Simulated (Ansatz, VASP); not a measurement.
**One calculation of BiB, two programs**

INCAR

```
SYSTEM = BiB
PREC = Accurate ; ENCUT = 520
EDIFF = 1E-8 ; ISMEAR = -1
SIGMA = 0.05 ; LREAL = .False.
LASPH = .True. ; NELM = 150
ALGO = Normal ; ISIF = 2
LWAVE = .False. ; LCHARG = .False.
MAGMOM = 0 0 0 0 0 0 ; LORBIT = 11
LSORBIT = .True. ; GGA_COMPAT = .False.
LORBMOM = .True. ; GGA = PE
LEFG = .True. ; NBANDS = 30
```

KPOINTS

```
Automatic mesh
0
Gamma
  12 12 12
  0 0 0
```

The input POSCAR:

```
BiB
1.0
    0.0000000000      2.6380753196      2.6380753196
    2.6380753196      0.0000000000      2.6380753196
    2.6380753196      2.6380753196      0.0000000000
B Bi
1 1
Direct
    0.0000000000      0.0000000000      0.0000000000
    0.5000000000      0.5000000000      0.5000000000
```

Input for Ansatz:

```yaml
crystal:
  lattice:
    - [0.0, 2.6380753196, 2.6380753196]
    - [2.6380753196, 0.0, 2.6380753196]
    - [2.6380753196, 2.6380753196, 0.0]
  atoms:
    - { symbol: B, position: [0.0, 0.0, 0.0] }
    - { symbol: Bi, position: [0.5, 0.5, 0.5] }
kpoints:
  mp_grid: { grid: [12, 12, 12] }
  band_path:
    path:
      - [0.0, 0.0, 0.0]
      - [0.5, 0.0, 0.5]
      - [0.625, 0.25, 0.625]
      - [0.375, 0.375, 0.75]
      - [0.0, 0.0, 0.0]
      - [0.5, 0.5, 0.5]
      - [0.5, 0.25, 0.75]
      - [0.5, 0.0, 0.5]
    npoints: 5
scf:
  occupations: { method: fermi_dirac, width: 0.05 }
hamiltonian:
  xc: pbe
  pseudopotentials: { kind: paw_fr }
output:
  forces: true
  stress: true
  eigenvalues: true
  efg: { contact_densities: true }
magnetization:
  noncollinear: true
  spin_orbit: true
```

Alike in both runs: task electric field gradients; functional PBE; k mesh 12 × 12 × 12; occupations fermi-dirac, width 0.05 eV; non-collinear spin, spin-orbit coupling.

|  | VASP | Ansatz |
| --- | --- | --- |
| version | VASP 6.6.1 | Ansatz 0.2.0 |
| potentials or method | VASP PAW PBE potentials, release 64 (B, Bi_d) | PAW with Ansatz's default frozen-core files, fully relativistic files with spin-orbit coupling |
| plane-wave cutoff (eV) | 520 | 420 |
| valence electrons in the cell | 18 | 18 |

|  | VASP | Ansatz | Ansatz less VASP |
| --- | --- | --- | --- |
| pressure (GPa) | 0.8 | 0.9 | +0.05 |
| net moment per atom (μB) | 0.00 | 0.00 | 0.000 |
